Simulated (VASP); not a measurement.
Ga2O3:

```
CELL_PARAMETERS angstrom
2.49226 1.43891 4.48064
-2.49226 1.43891 4.48064
0.00000 -2.87781 4.48064
ATOMIC_POSITIONS crystal
Ga 0.85543 0.85543 0.85543
Ga 0.35543 0.35543 0.35543
Ga 0.14457 0.14457 0.14457
Ga 0.64457 0.64457 0.64457
O 0.44637 0.05363 0.75000
O 0.05363 0.75000 0.44637
O 0.55363 0.94637 0.25000
O 0.25000 0.55363 0.94637
O 0.94637 0.25000 0.55363
O 0.75000 0.44637 0.05363
```

Base run:

- Program: VASP 6.6.1
- Functional: PBE
- Potentials or basis: VASP PAW PBE potentials, release 64 (Ga_d, O)
- Cutoff: 520 eV
- k mesh: 6 × 6 × 6
- Occupations: fermi-dirac, width 0.02 eV
- Spin: no spin polarisation

Its results: band gap on the k mesh 2.85 eV (least direct gap 3.10 eV); pressure 10.4 GPa; largest force 0.069 eV/Å.

The run is repeated on the same cell with these changes: functional from PBE to r2SCAN; further incar settings from ALGO = Normal; EDIFF = 1e-07; NBANDS = 55 to ALGO = Normal; EDIFF = 1e-06; NBANDS = 55. What comes out?

Band gap on the k mesh 3.54 eV (least direct gap 3.80 eV); pressure 1.9 GPa; largest force 0.041 eV/Å.

Caveats: the cell stands under pressure (at least some runs); the PAW data sets were made with another functional, which shifts forces and pressure a little (at least some runs).

A k mesh can miss the band edges.
